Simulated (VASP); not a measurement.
Wanted: the native input for a VASP 6.6.1 run.

```
Task                   : single point
Functional             : r2SCAN
Potentials or basis    : VASP PAW PBE potentials, release 64 (Bi_d)
Cutoff                 : 550 eV
k mesh                 : 7 × 7 × 11
Occupations            : fermi-dirac, width 0.1 eV
Spin                   : no spin polarisation
Dipole correction      : no
Further INCAR settings : ALGO = Normal; EDIFF = 1e-06; NBANDS = 30
```

The system is Bi.

```
Bi
1.0
     5.46851    0.00000    0.00000
    -2.73425    4.73587    0.00000
     0.00000    0.00000    3.21376
Bi
3
Direct
  0.00000 0.00000 0.00000
  0.33333 0.66667 0.50000
  0.66667 0.33333 0.50000
```

This isn't the form of Bi at room conditions, which is rhombohedral.

One way to write it, as run:

POSCAR

```
Bi
1.0
    5.4685068600      0.0000000000      0.0000000000
   -2.7342534300      4.7358658615      0.0000000000
    0.0000000000      0.0000000000      3.2137621036
Bi
3
Direct
    0.0000000000      1.0000000000      0.0000000000
    0.3333333333      0.6666666667      0.5000000000
    0.6666666667      0.3333333333      0.5000000000
```

INCAR.step1

```
SYSTEM = Bi
PREC     = Accurate       ! precision mode
ENCUT    = 550            ! plane-wave cutoff, eV
ISMEAR   = -1             ! smearing method
SIGMA    = 0.1            ! smearing width, eV
LREAL    = .False.        ! projectors in reciprocal space
LASPH    = .True.         ! aspherical terms in the spheres
NELM     = 120            ! most SCF steps
NBANDS   = 30             ! bands
GGA      = PE             ! functional
ALGO     = Normal         ! electronic algorithm
EDIFF    = 1E-5           ! SCF threshold, eV
LWAVE    = .True.         ! write WAVECAR
LCHARG   = .False.        ! write CHGCAR
GGA_COMPAT= .False.
```

INCAR.step2

```
SYSTEM = Bi
PREC     = Accurate       ! precision mode
ENCUT    = 550            ! plane-wave cutoff, eV
EDIFF    = 1E-6           ! SCF threshold, eV
ISMEAR   = -1             ! smearing method
SIGMA    = 0.1            ! smearing width, eV
LREAL    = .False.        ! projectors in reciprocal space
LASPH    = .True.         ! aspherical terms in the spheres
NELM     = 120            ! most SCF steps
ALGO     = Normal         ! electronic algorithm
ISIF     = 2              ! what is computed and relaxed
LWAVE    = .False.        ! write WAVECAR
LCHARG   = .False.        ! write CHGCAR
METAGGA  = R2SCAN         ! meta-GGA
LMIXTAU  = .True.       
NBANDS   = 30             ! bands
ISTART   = 1            
GGA_COMPAT= .False.
```

KPOINTS

```
regular mesh
0
Gamma
  7 7 11
  0 0 0
```

Potentials or basis: VASP PAW PBE potentials, release 64 (Bi_d).

Run with:

```sh
$ cat potpaw_PBE.64/Bi_d/POTCAR > POTCAR
$ cp INCAR.step1 INCAR
$ mpirun -np 1 vasp_std > vasp.out
$ cp INCAR.step2 INCAR
$ mpirun -np 1 vasp_std > vasp.out
```

It gave:

```json
{
  "Pressure": "9.4 GPa",
  "Band gap on the k mesh": "zero (an odd number of electrons rules out a gap without spin polarisation)"
}
```

Caveat: the cell stands under pressure; the PAW data sets were made with another functional, which shifts forces and pressure a little; spin-orbit coupling is left out, which moves the levels of the heavy elements.

Wall time 11 min on 1 thread of Intel Xeon 8259CL, on a shared host, peak memory 0.28 GiB.
